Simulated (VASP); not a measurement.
# AlN (P6_3mc) in VASP: single point with r2SCAN+D3(BJ)

Aim: the single point of AlN with r2SCAN+D3(BJ).

Program: VASP 6.6.1. These are calculated values, not measurements. Logs are shortened: lines on timing, memory, paths and dates and some standing lists are left out, and cuts for length are marked.

### 1 The cell of the first run

The structure is hexagonal, space group P6_3mc (No. 186). Conventional cell: a = 3.113 Å, b = 3.113 Å, c = 4.981 Å, α = 90.00°, β = 90.00°, γ = 120.00°. Within 2.5 Å of Al (site symmetry 3m) lie 4 N at 1.89 Å. Within 2.5 Å of N (site symmetry 3m) lie 4 Al at 1.89 Å.

### 2 Single point, r2SCAN+D3(BJ)

File POSCAR:

```
AlN
1.0
    3.1130000000      0.0000000000      0.0000000000
   -1.5565000000      2.6959370820      0.0000000000
    0.0000000000      0.0000000000      4.9810000000
Al N
2 2
Direct
    0.3333333333      0.6666666667      0.0000000000
    0.6666666667      0.3333333333      0.5000000000
    0.3333333333      0.6666666667      0.3800000000
    0.6666666667      0.3333333333      0.8800000000
```

File INCAR.step1:

```
PREC = Accurate ; ENCUT = 770
ISMEAR = 1 ; SIGMA = 0.02
LREAL = F ; LASPH = T
NELM = 120 ; NBANDS = 16
ISYM = -1 ; GGA = PE
ALGO = Normal ; EDIFF = 1E-5
LWAVE = T ; LCHARG = F
GGA_COMPAT = F
```

File INCAR.step2:

```
PREC = Accurate ; ENCUT = 770
EDIFF = 1E-6 ; ISMEAR = 1
SIGMA = 0.02 ; LREAL = F
LASPH = T ; NELM = 120
ALGO = Normal ; ISIF = 2
LWAVE = F ; LCHARG = F
METAGGA = R2SCAN ; LMIXTAU = T
IVDW = 12 ; VDW_S6 = 1.0
VDW_S8 = 0.78981345 ; VDW_A1 = 0.49484001
VDW_A2 = 5.73083694 ; NBANDS = 16
ISYM = -1 ; ISTART = 1
GGA_COMPAT = F
```

File KPOINTS:

```
explicit points
16
Reciprocal
  0.12500000   0.12500000   0.25000000 2
  0.12500000   0.12500000   0.75000000 2
  0.12500000   0.37500000   0.25000000 2
  0.12500000   0.37500000   0.75000000 2
  0.12500000   0.62500000   0.25000000 2
  0.12500000   0.62500000   0.75000000 2
  0.12500000   0.87500000   0.25000000 2
  0.12500000   0.87500000   0.75000000 2
  0.37500000   0.12500000   0.25000000 2
  0.37500000   0.12500000   0.75000000 2
  0.37500000   0.37500000   0.25000000 2
  0.37500000   0.37500000   0.75000000 2
  0.37500000   0.62500000   0.25000000 2
  0.37500000   0.62500000   0.75000000 2
  0.37500000   0.87500000   0.25000000 2
  0.37500000   0.87500000   0.75000000 2
```

Potentials or basis: VASP PAW PBE potentials, release 64 (Al, N).

Command:

```bash
cat potpaw_PBE.64/Al/POTCAR potpaw_PBE.64/N/POTCAR > POTCAR
cp INCAR.step1 INCAR
mpirun -np 1 vasp_std > vasp.out
cp INCAR.step2 INCAR
mpirun -np 1 vasp_std > vasp.out
```

OUTCAR:

```text
PREC = Accurate
   ENCUT = 770
   EDIFF = 1E-6
   ISMEAR = 1
   LREAL = F
   LASPH = T
   NELM = 120
   ISIF = 2
   METAGGA = R2SCAN
   IVDW = 12
   ISYM = -1
   ISTART = 1
 IVDW          = 12

 ion  position               nearest neighbor table
   1  0.333  0.667  0.000-   3 1.89   4 1.89   4 1.89   4 1.89   2 3.07   2 3.07   2 3.07   2 3.07
                             2 3.07   2 3.07
   2  0.667  0.333  0.500-   4 1.89   3 1.89   3 1.89   3 1.89   1 3.07   1 3.07   1 3.07   1 3.07
                             1 3.07   1 3.07
   3  0.333  0.667  0.380-   1 1.89   2 1.89   2 1.89   2 1.89
   4  0.667  0.333  0.880-   2 1.89   1 1.89   1 1.89   1 1.89

IMPORTANT INFORMATION: All symmetrisations will be switched off!
NOSYMM: (Re-)initialisation of all symmetry stuff for point group C_1.

----------------------------------------------------------------------------------------

                                     Primitive cell

  volume of cell :      41.8028

  direct lattice vectors                    reciprocal lattice vectors
     3.113000000  0.000000000  0.000000000     0.321233537  0.185464269  0.000000000
    -1.556500000  2.695937082  0.000000000     0.000000000  0.370928538  0.000000000
     0.000000000  0.000000000  4.981000000     0.000000000  0.000000000  0.200762899

  length of vectors
     3.113000000  3.113000000  4.981000000     0.370928538  0.370928538  0.200762899

  position of ions in fractional coordinates (direct lattice)
     0.333333333  0.666666667  0.000000000
     0.666666667  0.333333333  0.500000000
     0.333333333  0.666666667  0.380000000
     0.666666667  0.333333333  0.880000000

  ion indices of the primitive-cell ions
   primitive index   ion index
                 1           1
                 2           2
                 3           3
                 4           4

----------------------------------------------------------------------------------------

 KPOINTS: explicit points

Read explicit list of k-points.

 Found     16 k-points:

 Following reciprocal coordinates:
            Coordinates               Weight
  0.125000  0.125000  0.250000      0.062500
  0.125000  0.125000  0.750000      0.062500
  0.125000  0.375000  0.250000      0.062500
  0.125000  0.375000  0.750000      0.062500
  0.125000  0.625000  0.250000      0.062500
  0.125000  0.625000  0.750000      0.062500
[... 8 lines left out ...]
  0.375000  0.875000  0.250000      0.062500
  0.375000  0.875000  0.750000      0.062500
   k-points           NKPTS =     16   k-points in BZ     NKDIM =     16   number of bands    NBANDS=     16
   number of dos      NEDOS =    301   number of ions     NIONS =      4
   total plane-waves  NPLWV =  37632
   dimension x,y,z NGX =    28 NGY =   28 NGZ =   48
   dimension x,y,z NGXF=    56 NGYF=   56 NGZF=   96
   ions per type =               2   2
   NGX,Y,Z   is equivalent  to a cutoff of  14.95, 14.95, 16.02 a.u.
   NGXF,Y,Z  is equivalent  to a cutoff of  29.91, 29.91, 32.04 a.u.
 SYSTEM =  unknown system
   PREC   = accura    normal or accurate (medium, high low for compatibility)
   ISTART =      1    job   : 0-new  1-cont  2-samecut
   ICHARG =      0    charge: 1-file 2-atom 10-const
   ISPIN  =      1    spin polarized calculation?
   LNONCOLLINEAR =      F non collinear calculations
   LSORBIT =      F    spin-orbit coupling
   LASPH  =      T    aspherical Exc in radial PAW
   ENCUT  =  770.0 eV  56.59 Ry    7.52 a.u.   7.04  7.04 11.27*2*pi/ulx,y,z
   NELM   =    120;   NELMIN=  2; NELMDL=  0     # of ELM steps
   EDIFF  = 0.1E-05   stopping-criterion for ELM
   LREAL  =      F    real-space projection
   EDIFFG = 0.1E-04   stopping-criterion for IOM
   NSW    =      0    number of steps for IOM
   IBRION =     -1    ionic relax: 0-MD 1-quasi-New 2-CG
   NFREE  =      0    steps in history (QN), initial steepest desc. (CG)
   ISIF   =      2    stress and relaxation
   ISYM   =     -1    0-nonsym 1-usesym 2-fastsym
   POTIM  = 0.5000    time-step for ionic-motion
   TEBEG  =    0.0;   TEEND  =   0.0 temperature during run
   PSTRESS=    0.0 pullay stress
   NELECT =      16.0000    total number of electrons
   NUPDOWN=      -1.0000    fix difference up-down
   EMIN   =  10.00;   EMAX   =-10.00  energy-range for DOS
   EFERMI =   0.00;   METHOD = LEGACY
   ISMEAR =     1;   SIGMA  =   0.02  broadening in eV -4-tet -1-fermi 0-gaus
   EFERMI_NEDOS =   21; number of points for ismear=-14 and -15
   IALGO  =     38    algorithm
   IMIX   =      4    mixing-type and parameters
     AMIX     =   0.40;   BMIX     =  1.00
     AMIX_MAG =   1.60;   BMIX_MAG =  1.00
  volume/ion in A,a.u.               =      10.45        70.52
  Fermi-wavevector in a.u.,A,eV,Ry     =   1.188629  2.246183 19.222843  1.412839
  Thomas-Fermi vector in A             =   2.324754
   LORBIT       =      0    0 simple, 1 ext, 2 COOP (PROOUT), +10 PAW based schemes
   METAGGA = R2SCAN    functional components
   LHFCALC =     F    Hartree Fock is set to
   AEXX    =    0.0000 exact exchange contribution
   IVDW    =    12    specifies the selected vdW correction
   LEPSILON=     F    determine dielectric tensor
   LRPA    =     F    only Hartree local field effects (RPA)
 non-spin polarized calculation
 Methfessel and Paxton  Order N= 1 SIGMA  =   0.02
  energy-cutoff  :      770.00
  volume of cell :       41.80
 maximum number of plane-waves:      2035
 NGX is ok and might be reduce to    28
   NGX = 15   NGY = 15   NGZ = 23

 number of electron      16.0000002 magnetization

 Free energy of the ion-electron system (eV)
  ---------------------------------------------------
  ext. energy  EPLUGINS =         0.00000000
  ---------------------------------------------------
  free energy    TOTEN  =       -38.45787563 eV

  energy without entropy =      -38.45787563  energy(sigma->0) =      -38.45787563

 E-fermi :   5.5817     XC(G=0): -11.3972

 val. band max:        5.4809101155   @ k =   0.1250   0.8750   0.2500
 cond. band min:      11.9657002568   @ k =   0.3750   0.6250   0.2500
 fundamental gap:      6.4847901413
 Fermi energy:         5.5817238101

 k-point     1 :       0.1250    0.1250    0.2500
  band No.  band energies     occupation
      1      -9.2938      2.00000
      2      -8.0175      2.00000
      3       1.0172      2.00000
      4       3.0641      2.00000
      5       3.5389      2.00000
      6       4.4278      2.00000
[... 8 lines left out ...]
     15      19.2649      0.00000
     16      20.1019      0.00000

 k-point     2 :       0.1250    0.1250    0.7500
  band No.  band energies     occupation
      1      -9.2938      2.00000
      2      -8.0175      2.00000
      3       1.0172      2.00000
      4       3.0641      2.00000
      5       3.5389      2.00000
      6       4.4278      2.00000
[... 8 lines left out ...]
     15      19.2649      0.00000
     16      20.1019      0.00000

 k-point     3 :       0.1250    0.3750    0.2500
  band No.  band energies     occupation
      1      -8.0763      2.00000
      2      -7.5275      2.00000
      3       0.4269      2.00000
      4       1.2004      2.00000
      5       2.9187      2.00000
      6       3.7258      2.00000
[... 8 lines left out ...]
     15      19.5950      0.00000
     16      21.6513      0.00000

 k-point     4 :       0.1250    0.3750    0.7500
  band No.  band energies     occupation
      1      -8.0763      2.00000
      2      -7.5275      2.00000
      3       0.4269      2.00000
      4       1.2004      2.00000
      5       2.9187      2.00000
      6       3.7258      2.00000
[... 8 lines left out ...]
     15      19.5950      0.00000
     16      21.6513      0.00000

 k-point     5 :       0.1250    0.6250    0.2500
  band No.  band energies     occupation
      1      -8.6789      2.00000
      2      -7.6903      2.00000
      3       1.0245      2.00000
      4       1.8306      2.00000
      5       2.9834      2.00000
      6       3.7785      2.00000
[... 8 lines left out ...]
     15      19.1626      0.00000
     16      20.9688      0.00000

 k-point     6 :       0.1250    0.6250    0.7500
  band No.  band energies     occupation
      1      -8.6789      2.00000
      2      -7.6903      2.00000
      3       1.0245      2.00000
      4       1.8306      2.00000
      5       2.9834      2.00000
      6       3.7785      2.00000
[... 8 lines left out ...]
     15      19.1626      0.00000
     16      20.9688      0.00000
[... 115 lines left out ...]
 k-point    13 :       0.3750    0.6250    0.2500
  band No.  band energies     occupation
      1      -8.4436      2.00000
      2      -7.6103      2.00000
      3       0.5746      2.00000
      4       1.4602      2.00000
      5       2.9239      2.00000
      6       4.0565      2.00000
[... 8 lines left out ...]
     15      19.3116      0.00000
     16      21.4199      0.00000

 k-point    14 :       0.3750    0.6250    0.7500
  band No.  band energies     occupation
      1      -8.4436      2.00000
      2      -7.6103      2.00000
      3       0.5746      2.00000
      4       1.4602      2.00000
      5       2.9239      2.00000
      6       4.0565      2.00000
[... 8 lines left out ...]
     15      19.3116      0.00000
     16      21.4199      0.00000

 k-point    15 :       0.3750    0.8750    0.2500
  band No.  band energies     occupation
      1      -8.6789      2.00000
      2      -7.6903      2.00000
      3       1.0245      2.00000
      4       1.8306      2.00000
      5       2.9834      2.00000
      6       3.7785      2.00000
[... 8 lines left out ...]
     15      19.1626      0.00000
     16      20.9688      0.00000

 k-point    16 :       0.3750    0.8750    0.7500
  band No.  band energies     occupation
      1      -8.6789      2.00000
      2      -7.6903      2.00000
      3       1.0245      2.00000
      4       1.8306      2.00000
      5       2.9834      2.00000
      6       3.7785      2.00000
[... 8 lines left out ...]
     15      19.1626      0.00000
     16      20.9688      0.00000

------------------------ aborting loop because EDIFF is reached ----------------------------------------

 Edisp (eV)   -0.50590

 E8    (eV) :    -0.1522

  FORCE on cell =-STRESS in cart. coord.  units (eV):
  Direction    XX          YY          ZZ          XY          YZ          ZX
  --------------------------------------------------------------------------------------
  -------------------------------------------------------------------------------------
  Total      -1.02340    -0.95092    -0.50534     0.06277    -0.00000     0.00000
  in kB     -39.22399   -36.44611   -19.36802     2.40576    -0.00000     0.00000
  external pressure =      -31.68 kB  Pullay stress =        0.00 kB

 VOLUME and BASIS-vectors are now :
 -----------------------------------------------------------------------------
  energy-cutoff  :      770.00
  volume of cell :       41.80
      direct lattice vectors                 reciprocal lattice vectors
     3.113000000  0.000000000  0.000000000     0.321233537  0.185464269  0.000000000
    -1.556500000  2.695937082  0.000000000     0.000000000  0.370928538  0.000000000
     0.000000000  0.000000000  4.981000000     0.000000000  0.000000000  0.200762899

 POSITION                                       TOTAL-FORCE (eV/Angst)
 -----------------------------------------------------------------------------------
     -0.00000      1.79729      0.00000        -0.012549      0.007245     -0.115719
      1.55650      0.89865      2.49050         0.012549     -0.007245     -0.115719
     -0.00000      1.79729      1.89278        -0.017466      0.010084      0.115719
      1.55650      0.89865      4.38328         0.017466     -0.010084      0.115719
 -----------------------------------------------------------------------------------
    total drift:                               -0.000000     -0.000000      0.015091

  FREE ENERGIE OF THE ION-ELECTRON SYSTEM (eV)
  ---------------------------------------------------
  free  energy   TOTEN  =       -38.9637796578 eV

  energy  without entropy=      -38.9637796578  energy(sigma->0) =      -38.96377966
```

Run time: 78 s. Hardware: 1 thread of Intel Xeon Platinum 8259CL at 2.50GHz (Skylake/Cascade Lake), shared host; peak memory 0.21 GiB.

Results:

| Property | Result |
| --- | --- |
| Free energy | -38.9638 eV |
| Pressure | -3.2 GPa |
| Largest force | 0.117 eV/Å |
| Band gap on the k mesh | 6.48 eV (least direct gap 6.76 eV) |
| Dispersion energy per atom | -0.126 eV |

Forces on the atoms (eV/Å):
```
Al  -0.013  0.007 -0.116
Al   0.013 -0.007 -0.116
N   -0.017  0.010  0.116
N    0.017 -0.010  0.116
```

Levels at points of the mesh, in eV from the valence-band top:
```csv
k point,band 4,band 5,band 6,band 7,band 8,band 9,band 10,band 11,band 12,band 13
"(0.12, 0.12, 0.25)",-2.42,-1.94,-1.05,-0.36,-0.12,7.36,9.06,9.98,10.48,12.72
```

Caveat: the cell stands under tension; the PAW data sets were made with another functional, which shifts forces and pressure a little; a shifted mesh leaves out Γ, where band edges can lie.
